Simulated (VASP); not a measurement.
# Zr (P6_3/mmc) in VASP: further runs, part 2 of 2

VASP 6.6.1. The steps go on from the part before.

### Step 4. Single point, PBEsol

This run uses another cell than the first one, of 22.03 Å³/atom, 1.037 times its volume.

The input, INCAR:

```
ALGO = Fast
EDIFF = 1E-6
ENCUT = 520
GGA = PS
ISIF = 2
ISMEAR = 0
LASPH = T
LCHARG = F
LREAL = F
LWAVE = F
NBANDS = 19
NELM = 60
PREC = Accurate
SIGMA = 0.05
```

The input, KPOINTS:

```
k-points
0
Gamma
  16 16 10
```

The input, POSCAR:

```
Zr
1.0
    3.1625176793      0.0000000000      0.0000000000
   -1.5812588396      2.7388206502      0.0000000000
    0.0000000000      0.0000000000      5.0858566433
Zr
2
Direct
    0.3333333333      0.6666666667      0.2500000000
    0.6666666667      0.3333333333      0.7500000000
```

Potentials or basis: VASP PAW PBE potentials, release 64 (Zr_sv).

The run is started by

```
$ cat potpaw_PBE.64/Zr_sv/POTCAR > POTCAR
$ mpirun -np 1 vasp_std > vasp.out
```

OUTCAR:

```text
EDIFF = 1E-6
   ENCUT = 520
   GGA = PS
   ISIF = 2
   ISMEAR = 0
   LASPH = T
   LREAL = F
   NELM = 60
   PREC = Accurate

 ion  position               nearest neighbor table
   1  0.333  0.667  0.250-   2 3.13   2 3.13   2 3.13   2 3.13   2 3.13   2 3.13
   2  0.667  0.333  0.750-   1 3.13   1 3.13   1 3.13   1 3.13   1 3.13   1 3.13

  LATTYP: Found a hexagonal cell.
 ALAT       =     3.1625176793
 C/A-ratio  =     1.6081670236

  Lattice vectors:

 A1 = (   3.1625176793,   0.0000000000,   0.0000000000)
 A2 = (  -1.5812588396,   2.7388206502,   0.0000000000)
 A3 = (   0.0000000000,   0.0000000000,   5.0858566433)

Analysis of symmetry for initial positions (statically):
=====================================================================
 Subroutine PRICEL returns:
 Original cell was already a primitive cell.

 Routine SETGRP: Setting up the symmetry group for a
 hexagonal supercell.

 Subroutine GETGRP returns: Found 24 space group operations
 (whereof 12 operations were pure point group operations)
 out of a pool of 24 trial point group operations.

The static configuration has the point symmetry D_3d.
 The point group associated with its full space group is D_6h.

Analysis of symmetry for dynamics (positions and initial velocities):
=====================================================================
 Subroutine PRICEL returns:
 Original cell was already a primitive cell.

 Routine SETGRP: Setting up the symmetry group for a
 hexagonal supercell.

 Subroutine GETGRP returns: Found 24 space group operations
 (whereof 12 operations were pure point group operations)
 out of a pool of 24 trial point group operations.

The dynamic configuration has the point symmetry D_3d.
 The point group associated with its full space group is D_6h.
[... 106 lines left out ...]
   ISYM   =      2    0-nonsym 1-usesym 2-fastsym
   POTIM  = 0.5000    time-step for ionic-motion
   TEBEG  =    0.0;   TEEND  =   0.0 temperature during run
   PSTRESS=    0.0 pullay stress
   NELECT =      24.0000    total number of electrons
   NUPDOWN=      -1.0000    fix difference up-down
   EMIN   =  10.00;   EMAX   =-10.00  energy-range for DOS
   EFERMI =   0.00;   METHOD = LEGACY
   ISMEAR =     0;   SIGMA  =   0.05  broadening in eV -4-tet -1-fermi 0-gaus
   EFERMI_NEDOS =   21; number of points for ismear=-14 and -15
   IALGO  =     68    algorithm
   IMIX   =      4    mixing-type and parameters
     AMIX     =   0.40;   BMIX     =  1.00
     AMIX_MAG =   1.60;   BMIX_MAG =  1.00
  volume/ion in A,a.u.               =      22.03       148.64
  Fermi-wavevector in a.u.,A,eV,Ry     =   1.337083  2.526720 24.324371  1.787791
  Thomas-Fermi vector in A             =   2.465659
   LORBIT       =      0    0 simple, 1 ext, 2 COOP (PROOUT), +10 PAW based schemes
   GGA     = PS    functional components
   LHFCALC =     F    Hartree Fock is set to
   AEXX    =    0.0000 exact exchange contribution
   IVDW    =     0    specifies the selected vdW correction
   LEPSILON=     F    determine dielectric tensor
   LRPA    =     F    only Hartree local field effects (RPA)
 non-spin polarized calculation
 RMM-DIIS sequential band-by-band and
 Gauss-broadening in eV      SIGMA  =   0.05
  energy-cutoff  :      520.00
  volume of cell :       44.05
 maximum number of plane-waves:      1199
 NGX is ok and might be reduce to    24
   NGX = 11   NGY = 11   NGZ = 19

 number of electron      23.9999999 magnetization

 Free energy of the ion-electron system (eV)
  ---------------------------------------------------
  ext. energy  EPLUGINS =         0.00000000
  ---------------------------------------------------
  free energy    TOTEN  =       -18.15822383 eV

  energy without entropy =      -18.15537954  energy(sigma->0) =      -18.15680169

 E-fermi :   9.5020     XC(G=0): -11.4584

 val. band max:        9.4999265545   @ k =   0.3750   0.2500   0.5000
 cond. band min:       9.5053239905   @ k =   0.2500   0.1875   0.4000
 fundamental gap:      0.0053974360
 Fermi energy:         9.5019646584

 k-point     1 :       0.0000    0.0000    0.0000
  band No.  band energies     occupation
      1     -39.1381      2.00000
      2     -38.9488      2.00000
      3     -17.7875      2.00000
      4     -16.7426      2.00000
      5     -16.7426      2.00000
      6     -16.5972      2.00000
[... 505 lines left out ...]
      6     -17.0060      2.00000
[... 11 lines left out ...]
     18      14.6813      0.00000
     19      15.0351      0.00000

 [... further k-points ...]
[... 5 lines left out ...]
  --------------------------------------------------------------------------------------
  -------------------------------------------------------------------------------------
  Total        0.5662854      0.5662854      0.5684965      0.0000000      0.0000000      0.0000000
  in kB       20.5961123     20.5961123     20.6765326      0.0000000      0.0000000      0.0000000
  external PRESSURE =      20.6229191 kB  Pullay stress =       0.0000000 kB

 VOLUME and BASIS-vectors are now :
 -----------------------------------------------------------------------------
  energy-cutoff  :      520.00
  volume of cell :       44.05
      direct lattice vectors                 reciprocal lattice vectors
     3.162517679  0.000000000  0.000000000     0.316203766  0.182560329  0.000000000
    -1.581258840  2.738820650  0.000000000     0.000000000  0.365120659  0.000000000
     0.000000000  0.000000000  5.085856643     0.000000000  0.000000000  0.196623710

 POSITION                                       TOTAL-FORCE (eV/Angst)
 -----------------------------------------------------------------------------------
     -0.00000      1.82588      1.27146         0.000000      0.000000      0.000000
      1.58126      0.91294      3.81439        -0.000000      0.000000      0.000000
 -----------------------------------------------------------------------------------
    total drift:                               -0.000000      0.000000     -0.000000

  FREE ENERGIE OF THE ION-ELECTRON SYSTEM (eV)
  ---------------------------------------------------
  free  energy   TOTEN  =       -18.1582238263 eV

  energy  without entropy=      -18.1553795445  energy(sigma->0) =      -18.15680169
```

stdout:

```text
POSCAR found type information on POSCAR Zr
 POSCAR found :  1 types and       2 ions
 scaLAPACK will be used
 -----------------------------------------------------------------------------
|                                                                             |
|                                                                             |
|     You enforced a specific xc type in the INCAR file but a different       |
[... 18 lines left out ...]
WARNING in EDDRMM: call to ZHEGV failed, returncode =   6  3     10
WARNING in EDDRMM: call to ZHEGV failed, returncode =   6  3     16
WARNING in EDDRMM: call to ZHEGV failed, returncode =   8  4     10
WARNING in EDDRMM: call to ZHEGV failed, returncode =   6  3     19
WARNING in EDDRMM: call to ZHEGV failed, returncode =   6  3     17
WARNING in EDDRMM: call to ZHEGV failed, returncode =   8  4     18
WARNING in EDDRMM: call to ZHEGV failed, returncode =   6  3     12
```

Wall time 2.2 min (1 thread of Intel Xeon Platinum 8488C (Sapphire Rapids), shared host); peak memory 0.24 GiB.

What came out:

```
Free energy            : -18.1582 eV
Pressure               : 2.1 GPa
Band gap on the k mesh : zero (band 12 reaches 10.48 eV, above the bottom of band 13 at 9.20 eV)
```

Caveat: the PAW data sets were made with another functional, which shifts forces and pressure a little.

### Step 5. Overview

```csv
cell,gap on the mesh (eV),pressure (GPa)
"a = 3.119, b = 3.119, c = 5.041 Å, angles 90.0, 90.0, 120.0°, 2 atoms",none,6.1
"a = 3.140, b = 3.140, c = 5.062 Å, angles 90.0, 90.0, 120.0°, 2 atoms",none,4.1
"a = 3.163, b = 3.163, c = 5.086 Å, angles 90.0, 90.0, 120.0°, 2 atoms",none,2.1
```

Alike in all rows: task single point; level PBEsol; potentials or basis VASP PAW PBE potentials, release 64 (Zr_sv); no spin polarisation; k mesh 16 × 16 × 10; cutoff (eV) 520; smearing gaussian 0.05 eV.

Caveats: the PAW data sets were made with another functional, which shifts forces and pressure a little.

Total energies depend on the potentials used, so only differences within one code and one set of settings carry meaning.
